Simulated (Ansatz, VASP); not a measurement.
BN: VASP beside Ansatz

File INCAR:

```
ALGO     = Normal         # electronic algorithm
EDIFF    = 1E-6           # SCF threshold, eV
ENCUT    = 600            # plane-wave cutoff, eV
GGA      = CA             # functional
GGA_COMPAT= False        
ISIF     = 2              # what is computed and relaxed
ISMEAR   = 0              # smearing method
LASPH    = True           # aspherical terms in the spheres
LCHARG   = True           # write CHGCAR
LELF     = True           # ELF
LREAL    = False          # projectors in reciprocal space
LVHAR    = True         
LWAVE    = False          # write WAVECAR
NBANDS   = 16             # bands
NELM     = 120            # most SCF steps
PREC     = Accurate       # precision mode
SIGMA    = 0.01           # smearing width, eV
```

File KPOINTS:

```
k-points
0
Gamma
  10 10 4
```

File POSCAR:

```
BN
1.0
    2.4889407239      0.0000000000      0.0000000000
   -1.2444703619      2.1554858954      0.0000000000
    0.0000000000      0.0000000000      6.4943198019
B N
2 2
Direct
    0.3333333333      0.6666666667      0.2500000000
    0.6666666667      0.3333333333      0.7500000000
    0.3333333333      0.6666666667      0.7500000000
    0.6666666667      0.3333333333      0.2500000000
```

Input for Ansatz:

```yaml
crystal:
  lattice:
    - [2.48894072387, 0.0, 0.0]
    - [-1.24447036193, 2.15548589538, 0.0]
    - [0.0, 0.0, 6.49431980192]
  atoms:
    - { symbol: B, position: [0.333333333333, 0.666666666667, 0.25] }
    - { symbol: B, position: [0.666666666667, 0.333333333333, 0.75] }
    - { symbol: "N", position: [0.333333333333, 0.666666666667, 0.75] }
    - { symbol: "N", position: [0.666666666667, 0.333333333333, 0.25] }
kpoints:
  mp_grid: { grid: [10, 10, 4] }
scf:
  occupations: { method: fixed }
hamiltonian:
  xc: lda
  pseudopotentials: { kind: all_electron, lapw: { basis_error: 0.001 } }
output:
  forces: true
  stress: true
  eigenvalues: true
  eigenstates:
    nscf_kmesh: { grid: [16, 16, 6] }
    de_dk: true
    e_range: [-9, 14.06290629766]
checkpoint:
  write: ck
  write_wavefunctions: false
```

Alike in both runs: task single point; functional LDA; k mesh 10 × 10 × 4; no spin polarisation.

|  | VASP | Ansatz |
| --- | --- | --- |
| version | VASP 6.6.1 | Ansatz 0.2.0 |
| potentials or method | VASP PAW LDA potentials, release 64 (B, N), cutoff 600 eV | all-electron LAPW, scalar-relativistic |
| occupations | gaussian, width 0.01 eV | fixed |

Ansatz gave:

```
gap on the k mesh at the Fermi level (eV)                     : 4.02
pressure (GPa)                                                : 0.1
traceless stress, the component that is largest in VASP (GPa) : -0.14
```

Task: What did VASP give for the same quantities?

Result: gap on the k mesh at the Fermi level (eV): 4.01; pressure (GPa): 0.3; traceless stress, the component that is largest in VASP (GPa): -0.56.

LDA's correlation is that of Perdew and Zunger in VASP and of Perdew and Wang (1992) in Ansatz. Ansatz ran all-electron here, and VASP with PAW potentials.
